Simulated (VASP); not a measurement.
Runs of VASP 6.6.1 on Rb. The structure is that of space group Pm-3m (No. 221), or close to it. The cells are those of the table. This isn't the form of Rb at room conditions, which is bcc.

```csv
task,spin,cell,k mesh,cutoff (eV),gap on the mesh (eV),pressure (GPa)
single point,off,"a = 4.274 Å, 1 atom",8 × 8 × 8,520,none,0.2
single point,off,"a = 4.395 Å, 1 atom",7 × 7 × 7,520,none,0.0
single point,off,"a = 4.211 Å, 1 atom",8 × 8 × 8,520,none,0.4
single point,off,"a = 4.395 Å, 1 atom",12 × 12 × 12,520,none,0.0
single point,off,"a = 4.509 Å, 1 atom",8 × 8 × 8,520,none,-0.2
relaxation of cell and atoms,off,"relaxed from a = 4.548 Å, 1 atom",7 × 7 × 7,600,none,0.0
single point,"non-collinear, zero start, SOC","a = 4.395 Å, 1 atom",7 × 7 × 7,520,-,0.0
single point,off,"a = 4.564 Å, 1 atom",8 × 8 × 8,520,none,(a)
```

Alike in all rows: level LDA; potentials or basis VASP PAW LDA potentials, release 64 (Rb_sv); smearing fermi-dirac 0.1 eV.

Task: Fill in the values left out.

Result: (a) -0.3.

A k mesh can miss the band edges, and rows without SOC leave out spin-orbit coupling on Rb.

A gap of «none» marks levels without a gap at the run's occupations.
